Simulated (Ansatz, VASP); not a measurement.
**One calculation of ZrSi2, two programs**

```xyz
6
Lattice="1.8524 -7.3951 0.0000 1.8524 7.3951 0.0000 0.0000 0.0000 3.6800" Properties=species:S:1:pos:R:3 pbc="T T T"
Zr    1.8524   -5.8367    2.7600
Zr    1.8524    5.8367    0.9200
Si    1.8524    0.7847    0.9200
Si    1.8524   -0.7847    2.7600
Si    1.8524    3.6934    2.7600
Si    1.8524   -3.6934    0.9200
```

Alike in both runs: functional PBE; k mesh 10 × 10 × 10; occupations gaussian, width 0.1 eV; no spin polarisation.

Ansatz relaxed the structure, and its values are those at the end. VASP's run is a single point on that final structure, the one shown.

|  | VASP | Ansatz |
| --- | --- | --- |
| version | VASP 6.6.1 | Ansatz 0.2.0 |
| potentials or method | VASP PAW PBE potentials, release 64 (Zr_sv, Si), cutoff 520 eV | scalar-relativistic, plane waves, PAW |
| valence electrons in the cell | 40 | 40 |

```tsv
	VASP	Ansatz	Ansatz less VASP
gap on the k mesh at the Fermi level (eV)	none	none	-
pressure (GPa)	0.0	0.0	-0.03
```

A gap of «none» marks a metal or a gap that the smearing closes.
